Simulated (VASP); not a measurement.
# Pt in VASP: a series of runs, part 2 of 3

VASP 6.6.1. The steps go on from the part before.

## 4. Single point, PBEsol (strain +0.015 along x and y, -0.030 along z)

INCAR

```
SYSTEM = Pt
  PREC = Accurate
  ENCUT = 520
  EDIFF = 1E-6
  ISMEAR = 0
  SIGMA = 0.15
  LREAL = .FALSE.
  LASPH = .TRUE.
  NELM = 100
  ALGO = Fast
  ISIF = 2
  LWAVE = .FALSE.
  LCHARG = .FALSE.
  GGA = PS
  NBANDS = 11
```

KPOINTS

```
Automatic mesh
0
G
  22 22 22
  0 0 0
```

POSCAR

```
Pt
1.0
   -1.6079833000      1.6079833000      1.5366934000
    1.6079833000     -1.6079833000      1.5366934000
    1.6079833000      1.6079833000     -1.5366934000
Pt
1
Direct
    0.0000000000      0.0000000000      0.0000000000
```

Potentials or basis: VASP PAW PBE potentials, release 64 (Pt).

Started as:

```sh
> cat potpaw_PBE.64/Pt/POTCAR > POTCAR
> mpirun -np 1 vasp_std > vasp.out
```

OUTCAR:

```text
SYSTEM = Pt
   PREC = Accurate
   ENCUT = 520
   EDIFF = 1E-6
   ISMEAR = 0
   LREAL = .FALSE.
   LASPH = .TRUE.
   NELM = 100
   ISIF = 2
   GGA = PS

 ion  position               nearest neighbor table
   1  0.000  0.000  0.000-

  LATTYP: Found a body centered tetragonal cell.
 ALAT       =     3.2159666000
 C/A-ratio  =     0.9556650246

  Lattice vectors:

 A1 = (  -1.6079833000,   1.6079833000,   1.5366934000)
 A2 = (   1.6079833000,  -1.6079833000,   1.5366934000)
 A3 = (   1.6079833000,   1.6079833000,  -1.5366934000)

Analysis of symmetry for initial positions (statically):
=====================================================================
 Subroutine PRICEL returns:
 Original cell was already a primitive cell.

 Routine SETGRP: Setting up the symmetry group for a
 body centered tetragonal supercell.

 Subroutine GETGRP returns: Found 16 space group operations
 (whereof 16 operations were pure point group operations)
 out of a pool of 16 trial point group operations.

The static configuration has the point symmetry D_4h.

Analysis of symmetry for dynamics (positions and initial velocities):
=====================================================================
 Subroutine PRICEL returns:
 Original cell was already a primitive cell.

 Routine SETGRP: Setting up the symmetry group for a
 body centered tetragonal supercell.

 Subroutine GETGRP returns: Found 16 space group operations
 (whereof 16 operations were pure point group operations)
 out of a pool of 16 trial point group operations.

The dynamic configuration has the point symmetry D_4h.

 Subroutine INISYM returns: Found 16 space group operations
 (whereof 16 operations are pure point group operations),
 and found     1 'primitive' translations

----------------------------------------------------------------------------------------

                                     Primitive cell

  volume of cell :      15.8932

  direct lattice vectors                    reciprocal lattice vectors
    -1.607983300  1.607983300  1.536693400     0.000000000  0.310948503  0.325373949
     1.607983300 -1.607983300  1.536693400     0.310948503  0.000000000  0.325373949
     1.607983300  1.607983300 -1.536693400     0.310948503  0.310948503  0.000000000

  length of vectors
     2.744566850  2.744566850  2.744566850     0.450063527  0.450063527  0.439747590

  position of ions in fractional coordinates (direct lattice)
     0.000000000  0.000000000  0.000000000

  ion indices of the primitive-cell ions
   primitive index   ion index
                 1           1

----------------------------------------------------------------------------------------

 KPOINTS: Automatic mesh

Automatic generation of k-mesh.
 Grid dimensions read from file:
 generate k-points for:   22   22   22

 Generating k-lattice:

  Cartesian coordinates                     Fractional coordinates (reciprocal lattice)
     0.000000000  0.014134023  0.014789725     0.045454545  0.000000000  0.000000000
     0.014134023  0.000000000  0.014789725     0.000000000  0.045454545  0.000000000
     0.014134023  0.014134023  0.000000000     0.000000000  0.000000000  0.045454545

  Length of vectors
     0.020457433  0.020457433  0.019988527

  Shift w.r.t. Gamma in fractional coordinates (k-lattice)
     0.000000000  0.000000000  0.000000000

 Subroutine IBZKPT returns following result:
 ===========================================

 Found    834 irreducible k-points:

 Following reciprocal coordinates:
            Coordinates               Weight
  0.000000  0.000000  0.000000      1.000000
  0.045455 -0.000000  0.000000      8.000000
  0.090909 -0.000000  0.000000      8.000000
  0.136364  0.000000  0.000000      8.000000
  0.181818  0.000000  0.000000      8.000000
  0.227273 -0.000000  0.000000      8.000000
[... 16 lines left out ...]
  0.500000  0.045455  0.000000     16.000000
 -0.454545  0.045455 -0.000000     16.000000
 [... further k-points ...]
   k-points           NKPTS =    834   k-points in BZ     NKDIM =    834   number of bands    NBANDS=     11
   number of dos      NEDOS =    301   number of ions     NIONS =      1
   total plane-waves  NPLWV =   8000
   dimension x,y,z NGX =    20 NGY =   20 NGZ =   20
   dimension x,y,z NGXF=    40 NGYF=   40 NGZF=   40
   ions per type =               1
   NGX,Y,Z   is equivalent  to a cutoff of  12.11, 12.11, 12.11 a.u.
   NGXF,Y,Z  is equivalent  to a cutoff of  24.23, 24.23, 24.23 a.u.
 SYSTEM =  Pt
   PREC   = accura    normal or accurate (medium, high low for compatibility)
   ISTART =      0    job   : 0-new  1-cont  2-samecut
   ICHARG =      2    charge: 1-file 2-atom 10-const
   ISPIN  =      1    spin polarized calculation?
   LNONCOLLINEAR =      F non collinear calculations
   LSORBIT =      F    spin-orbit coupling
   LASPH  =      T    aspherical Exc in radial PAW
   ENCUT  =  520.0 eV  38.22 Ry    6.18 a.u.   5.10  5.10  5.10*2*pi/ulx,y,z
   NELM   =    100;   NELMIN=  2; NELMDL= -5     # of ELM steps
   EDIFF  = 0.1E-05   stopping-criterion for ELM
   LREAL  =      F    real-space projection
   EDIFFG = 0.1E-04   stopping-criterion for IOM
   NSW    =      0    number of steps for IOM
   IBRION =     -1    ionic relax: 0-MD 1-quasi-New 2-CG
   NFREE  =      0    steps in history (QN), initial steepest desc. (CG)
   ISIF   =      2    stress and relaxation
   ISYM   =      2    0-nonsym 1-usesym 2-fastsym
   POTIM  = 0.5000    time-step for ionic-motion
   TEBEG  =    0.0;   TEEND  =   0.0 temperature during run
   PSTRESS=    0.0 pullay stress
   NELECT =      10.0000    total number of electrons
   NUPDOWN=      -1.0000    fix difference up-down
   EMIN   =  10.00;   EMAX   =-10.00  energy-range for DOS
   EFERMI =   0.00;   METHOD = LEGACY
   ISMEAR =     0;   SIGMA  =   0.15  broadening in eV -4-tet -1-fermi 0-gaus
   EFERMI_NEDOS =   21; number of points for ismear=-14 and -15
   IALGO  =     68    algorithm
   IMIX   =      4    mixing-type and parameters
     AMIX     =   0.40;   BMIX     =  1.00
     AMIX_MAG =   1.60;   BMIX_MAG =  1.00
  volume/ion in A,a.u.               =      15.89       107.25
  Fermi-wavevector in a.u.,A,eV,Ry     =   1.402829  2.650962 26.775302  1.967929
  Thomas-Fermi vector in A             =   2.525552
   LORBIT       =      0    0 simple, 1 ext, 2 COOP (PROOUT), +10 PAW based schemes
   GGA     = PS    functional components
   LHFCALC =     F    Hartree Fock is set to
   AEXX    =    0.0000 exact exchange contribution
   IVDW    =     0    specifies the selected vdW correction
   LEPSILON=     F    determine dielectric tensor
   LRPA    =     F    only Hartree local field effects (RPA)
 non-spin polarized calculation
 RMM-DIIS sequential band-by-band and
 Gauss-broadening in eV      SIGMA  =   0.15
  energy-cutoff  :      520.00
  volume of cell :       15.89
 maximum number of plane-waves:       440
   NGX = 11   NGY = 11   NGZ = 11

 number of electron      10.0000000 magnetization

 number of electron       9.9999999 magnetization

 Free energy of the ion-electron system (eV)
  ---------------------------------------------------
  ext. energy  EPLUGINS =         0.00000000
  ---------------------------------------------------
  free energy    TOTEN  =        -6.83713643 eV

  energy without entropy =       -6.82389148  energy(sigma->0) =       -6.83051396

 E-fermi :   9.9054     XC(G=0): -13.3125

 val. band max:        9.9049891459   @ k =  -0.3182   0.4545   0.2273
 cond. band min:       9.9072327217   @ k =  -0.3636   0.3636   0.0000
 fundamental gap:      0.0022435758
 Fermi energy:         9.9054067591

 k-point     1 :       0.0000    0.0000    0.0000
  band No.  band energies     occupation
      1       0.4105      2.00000
      2       6.2131      2.00000
      3       6.6026      2.00000
      4       6.6026      2.00000
      5       8.6646      2.00000
      6       9.1815      2.00000
      7      26.7139      0.00000
      8      26.7139      0.00000
      9      27.6212      0.00000
     10      36.6430      0.00000
     11      36.6791      0.00000
[... 309 lines left out ...]
 k-point    24 :      -0.4545    0.0455   -0.0000
  band No.  band energies     occupation
      1       3.4661      2.00000
      2       4.9958      2.00000
      3       8.6905      2.00000
      4       8.9154      2.00000
      5       9.6625      1.97801
      6      10.9552      0.00000
      7      17.4321      0.00000
      8      23.2714      0.00000
      9      25.6160      0.00000
     10      33.8115      0.00000
     11      34.0632      0.00000

 [... further k-points ...]

------------------------ aborting loop because EDIFF is reached ----------------------------------------

  FORCE on cell =-STRESS in cart. coord.  units (eV):
  Direction    XX          YY          ZZ          XY          YZ          ZX
  --------------------------------------------------------------------------------------
  -------------------------------------------------------------------------------------
  Total       -0.9671585     -0.9671585     -1.4202600      0.0000000     -0.0000000     -0.0000000
  in kB      -97.4985077    -97.4985077   -143.1753174      0.0000000     -0.0000000     -0.0000000
  external PRESSURE =    -112.7241110 kB  Pullay stress =       0.0000000 kB

 VOLUME and BASIS-vectors are now :
 -----------------------------------------------------------------------------
  energy-cutoff  :      520.00
  volume of cell :       15.89
      direct lattice vectors                 reciprocal lattice vectors
    -1.607983300  1.607983300  1.536693400     0.000000000  0.310948503  0.325373949
     1.607983300 -1.607983300  1.536693400     0.310948503  0.000000000  0.325373949
     1.607983300  1.607983300 -1.536693400     0.310948503  0.310948503  0.000000000

 POSITION                                       TOTAL-FORCE (eV/Angst)
 -----------------------------------------------------------------------------------
      0.00000      0.00000      0.00000         0.000000      0.000000     -0.000000
 -----------------------------------------------------------------------------------
    total drift:                               -0.000000     -0.000000     -0.000000

  FREE ENERGIE OF THE ION-ELECTRON SYSTEM (eV)
  ---------------------------------------------------
  free  energy   TOTEN  =        -6.8371364323 eV

  energy  without entropy=       -6.8238914839  energy(sigma->0) =       -6.83051396
```

OSZICAR:

```text
N       E                     dE             d eps       ncg     rms          rms(c)
DAV:   1     0.389909822663E+02    0.38991E+02   -0.53297E+03 18738   0.841E+02
DAV:   2    -0.665022001373E+01   -0.45641E+02   -0.43659E+02 20888   0.174E+02
DAV:   3    -0.727633338798E+01   -0.62611E+00   -0.62321E+00 21453   0.194E+01
DAV:   4    -0.727879700772E+01   -0.24636E-02   -0.24634E-02 21346   0.143E+00
DAV:   5    -0.727881716490E+01   -0.20157E-04   -0.20156E-04 21705   0.120E-01    0.111E+01
RMM:   6    -0.687663740445E+01    0.40218E+00   -0.41556E-01 18385   0.539E+00    0.567E+00
RMM:   7    -0.684072527157E+01    0.35912E-01   -0.63808E-02 19330   0.227E+00    0.238E+00
RMM:   8    -0.683752880644E+01    0.31965E-02   -0.79815E-03 19906   0.795E-01    0.640E-01
RMM:   9    -0.683711995769E+01    0.40885E-03   -0.10305E-03 21242   0.276E-01    0.378E-02
RMM:  10    -0.683713562621E+01   -0.15669E-04   -0.14399E-04 21344   0.918E-02    0.447E-02
RMM:  11    -0.683713593716E+01   -0.31095E-06   -0.14206E-05 21404   0.270E-02    0.169E-02
RMM:  12    -0.683713643228E+01   -0.49513E-06   -0.44931E-06 18460   0.153E-02
   1 F= -.68371364E+01 E0= -.68305140E+01  d E =-.132449E-01
```

Wall time 69 s (1 thread of AMD EPYC 9R45 (Zen 5), shared host); peak memory 0.22 GiB.

What came out:

```
Free energy            : -6.8371 eV
Pressure               : -11.3 GPa
Band gap on the k mesh : zero (bands 5 and 6 overlap by 2.08 eV)
```

Caveat: the cell differs from its parent crystal (strain +0.015 along x and y, -0.030 along z); the cell stands under tension; the PAW data sets were made with another functional, which shifts forces and pressure a little; spin-orbit coupling is left out, which moves the levels of the heavy elements.

[end of part 2 of 3]
